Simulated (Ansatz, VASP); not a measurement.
## Mg in VASP and in Ansatz

File INCAR:

```
ALGO     = Normal         # electronic algorithm
EDIFF    = 1E-7           # SCF threshold, eV
ENCUT    = 520            # plane-wave cutoff, eV
GGA      = PE             # functional
ISIF     = 2              # what is computed and relaxed
ISMEAR   = 0              # smearing method
LASPH    = True           # aspherical terms in the spheres
LCHARG   = False          # write CHGCAR
LREAL    = False          # projectors in reciprocal space
LWAVE    = False          # write WAVECAR
NBANDS   = 9              # bands
NELM     = 100            # most SCF steps
PREC     = Accurate       # precision mode
SIGMA    = 0.15           # smearing width, eV
```

Contents of KPOINTS:

```
k-points
0
Gamma
  18 18 10
```

File POSCAR:

```
Mg
1.0
    3.2092715325      0.0000000000      0.0000000000
   -1.6046357662      2.7793106748      0.0000000000
    0.0000000000      0.0000000000      4.7935036000
Mg
2
Direct
    0.3333333333      0.6666666667      0.2500000000
    0.6666666667      0.3333333333      0.7500000000
```

Input for Ansatz:

```yaml
crystal:
  lattice:
    - [3.2092715325, 0.0, 0.0]
    - [-1.6046357662, 2.7793106748, 0.0]
    - [0.0, 0.0, 4.7935036]
  atoms:
    - { symbol: Mg, position: [0.3333333333, 0.6666666667, 0.25] }
    - { symbol: Mg, position: [0.6666666667, 0.3333333333, 0.75] }
basis:
  ecutwfc: 420
kpoints:
  mp_grid: { grid: [18, 18, 10] }
hamiltonian:
  xc: pbe
scf:
  occupations: { method: gaussian, width: 0.15 }
output:
  forces: true
  stress: true
  eigenvalues: true
```

Change from the starting cell: strain +0.000 along x and y, -0.080 along z, atoms carried along.

Alike in both runs: task single point; functional PBE; k mesh 18 × 18 × 10; occupations gaussian, width 0.15 eV; no spin polarisation.

```csv
,VASP,Ansatz
version,VASP 6.6.1,Ansatz 0.2.0
potentials or method,"VASP PAW PBE potentials, release 64 (Mg), cutoff 520 eV","scalar-relativistic, plane waves, PAW"
valence electrons in the cell,4,20
```

```tsv
	VASP	Ansatz	Ansatz less VASP
gap on the k mesh at the Fermi level (eV)	none	none	-
pressure (GPa)	3.1	3.3	+0.12
traceless stress, the component that is largest in VASP (GPa)	3.46	3.45	-0.007
```

A gap of «none» marks a metal or a gap that the smearing closes. The functional is the same, so the differences come from potentials, cutoffs and numerics. VASP's potentials hold 4 valence electrons a cell and Ansatz's 20, so a difference there can come from the potentials and not from the codes.
